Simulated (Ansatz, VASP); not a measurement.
**Two plane-wave programs on AlN**

The input INCAR:

```
ALGO = Normal
EDIFF = 1E-6
ENCUT = 520
GGA = PS
ISIF = 2
ISMEAR = 0
LASPH = True
LCHARG = False
LREAL = False
LWAVE = False
NBANDS = 16
NELM = 80
PREC = Accurate
SIGMA = 0.05
```

KPOINTS

```
k-points
0
Gamma
  9 9 6
```

POSCAR

```
AlN
1.0
    3.3178001613      0.0000000000      0.0000000000
   -1.6589000807      2.8732992243      0.0000000000
    0.0000000000      0.0000000000      4.2962194288
Al N
2 2
Direct
    0.3333333333      0.6666666667      0.7500000000
    0.6666666667      0.3333333333      0.2500000000
    0.3333333333      0.6666666667      0.2500000000
    0.6666666667      0.3333333333      0.7500000000
```

Input for Ansatz:

```yaml
crystal:
  lattice:
    - [3.3178001613, 0.0, 0.0]
    - [-1.6589000807, 2.8732992243, 0.0]
    - [0.0, 0.0, 4.2962194288]
  atoms:
    - { symbol: Al, position: [0.3333333333, 0.6666666667, 0.75] }
    - { symbol: Al, position: [0.6666666667, 0.3333333333, 0.25] }
    - { symbol: "N", position: [0.3333333333, 0.6666666667, 0.25] }
    - { symbol: "N", position: [0.6666666667, 0.3333333333, 0.75] }
basis:
  ecutwfc: 520.0
kpoints:
  mp_grid: { grid: [9, 9, 6] }
hamiltonian:
  xc: pbesol
  pseudopotentials: { kind: paw, azcp: { folder: soft_1 } }
scf:
  occupations: { method: gaussian, width: 0.05 }
output:
  forces: true
  stress: true
  eigenvalues: true
```

Alike in both runs: task single point; functional PBEsol; k mesh 9 × 9 × 6; occupations gaussian, width 0.05 eV; no spin polarisation.

```csv
,VASP,Ansatz
version,VASP 6.6.1,Ansatz 0.2.0
potentials or method,"VASP PAW PBE potentials, release 64 (Al, N), cutoff 520 eV","scalar-relativistic, plane waves, PAW"
valence electrons in the cell,16,16
```

|  | VASP | Ansatz | Ansatz less VASP |
| --- | --- | --- | --- |
| gap on the k mesh at the Fermi level (eV) | 2.91 | 2.89 | -0.012 |
| least direct gap on the mesh (eV) | 2.91 | 2.89 | -0.012 |
| pressure (GPa) | -8.2 | -8.2 | +0.02 |
| traceless stress, the component that is largest in VASP (GPa) | -2.09 | -2.06 | +0.034 |

VASP's potentials were made for PBE, not for PBEsol, and Ansatz warns of the same on its side.
